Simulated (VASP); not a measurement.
Here is a VASP 6.6.1 calculation.

Contents of INCAR:

```
SYSTEM = Fe3Ge
ALGO = Normal ; EDIFF = 1E-6
ENCUT = 600 ; GGA = PS
GGA_COMPAT = .FALSE. ; ISIF = 2
ISMEAR = -1 ; ISPIN = 2
LASPH = .TRUE. ; LCHARG = .TRUE.
LELF = .TRUE. ; LMAXMIX = 4
LORBIT = 11 ; LREAL = .FALSE.
LVHAR = .TRUE. ; LWAVE = .FALSE.
MAGMOM = 0 3 3 3 ; NBANDS = 43
NELM = 200 ; PREC = Accurate
SIGMA = 0.05
```

KPOINTS

```
k-points
0
G
  8 8 8
  0 0 0
```

File POSCAR:

```
Fe3Ge
1.0
    0.0000000000      2.8168835416      2.8168835416
    2.8168835416      0.0000000000      2.8168835416
    2.8168835416      2.8168835416      0.0000000000
Ge Fe
1 3
Direct
    0.0000000000      0.0000000000      0.0000000000
    0.7500000000      0.7500000000      0.7500000000
    0.2500000000      0.2500000000      0.2500000000
    0.5000000000      0.5000000000      0.5000000000
```

Potentials or basis: VASP PAW PBE potentials, release 64 (Ge_d, Fe_sv).

The run is started by

```console
$ cat potpaw_PBE.64/Ge_d/POTCAR potpaw_PBE.64/Fe_sv/POTCAR > POTCAR
$ mpirun -np 1 vasp_std > vasp.out
```

Q: What does it give for the net moment?

A: 5.05 μB per cell.

Q: Estimate the site moments.

A: Ge -0.06; Fe +1.29, +2.47 (each value once) μB.

Q: What does it give for the pressure?

A: -3.0 GPa.

Caveat: the PAW data sets were made with another functional, which shifts forces and pressure a little.
